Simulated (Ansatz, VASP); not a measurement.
One calculation of HfS5, two programs

Contents of INCAR:

```
PREC     = Accurate       # precision mode
ENCUT    = 600            # plane-wave cutoff, eV
EDIFF    = 1E-6           # SCF threshold, eV
ISMEAR   = 0              # smearing method
SIGMA    = 0.1            # smearing width, eV
LREAL    = F              # projectors in reciprocal space
LASPH    = T              # aspherical terms in the spheres
NELM     = 60             # most SCF steps
ALGO     = Fast           # electronic algorithm
ISIF     = 3              # what is computed and relaxed
LWAVE    = F              # write WAVECAR
LCHARG   = F              # write CHGCAR
GGA      = PE             # functional
IBRION   = 2              # ionic algorithm
NSW      = 100            # ionic steps
EDIFFG   = -0.01          # ionic threshold
```

Contents of KPOINTS:

```
regular mesh
0
Gamma
  8 8 6
```

Contents of POSCAR:

```
HfS5
1.0
    3.2599098664     -4.0514041974      0.0000000000
    3.2599098664      4.0514041974      0.0000000000
    0.0000000000      0.0000000000      8.1091592458
Hf S
1 5
Direct
    0.5000000000      0.5000000000      0.5000000000
    0.5000000000      0.5000000000      0.7869531306
    0.5000000000      0.5000000000      0.2130468694
    0.7560673871      0.2439326129      0.0000000000
    0.2439326129      0.7560673871      0.0000000000
    0.0000000000      0.0000000000      0.0000000000
```

Input for Ansatz:

```yaml
crystal:
  lattice:
    - [3.2599098664, -4.0514041974, 0.0]
    - [3.2599098664, 4.0514041974, 0.0]
    - [0.0, 0.0, 8.1091592458]
  atoms:
    - { symbol: Hf, position: [0.5, 0.5, 0.5] }
    - { symbol: S, position: [0.5, 0.5, 0.7869531306] }
    - { symbol: S, position: [0.5, 0.5, 0.2130468694] }
    - { symbol: S, position: [0.7560673871, 0.2439326129, 0.0] }
    - { symbol: S, position: [0.2439326129, 0.7560673871, 0.0] }
    - { symbol: S, position: [0.0, 0.0, 0.0] }
basis:
  ecutwfc: 420
kpoints:
  mp_grid: { grid: [8, 8, 6] }
hamiltonian:
  xc: pbe
scf:
  occupations: { method: gaussian, width: 0.1 }
output:
  forces: true
  stress: true
  eigenvalues: true
  write_density: true
  write_potential: true
  elf: true
  volumetric_format: npy
relax:
  adjacent_minimum: "off"
  f_tol: 0.01
  max_steps: 80
  cell: { stress_tol: 0.05 }
```

Alike in both runs: task relaxation of cell and atoms; functional PBE; k mesh 8 × 8 × 6; occupations gaussian, width 0.1 eV; no spin polarisation.

```csv
,VASP,Ansatz
version,VASP 6.6.1,Ansatz 0.2.0
potentials or method,"VASP PAW PBE potentials, release 64 (Hf_pv, S), cutoff 600 eV","scalar-relativistic, plane waves, PAW"
valence electrons in the cell,40,56
```

|  | VASP | Ansatz | Ansatz less VASP |
| --- | --- | --- | --- |
| gap on the k mesh at the Fermi level, each at its own relaxed structure (eV) | none | none | - |
| relaxed volume (Å³/atom) | 34.79 | 34.83 | +0.047 |
| relaxed length of the cell vector where the two differ most in proportion (Å) | 5.147 | 5.151 | +0.0041 |

A gap of «none» marks a metal or a gap that the smearing closes. VASP's potentials hold 40 valence electrons a cell and Ansatz's 56, so a difference there can come from the potentials and not from the codes.

Neither program's run includes spin-orbit coupling.
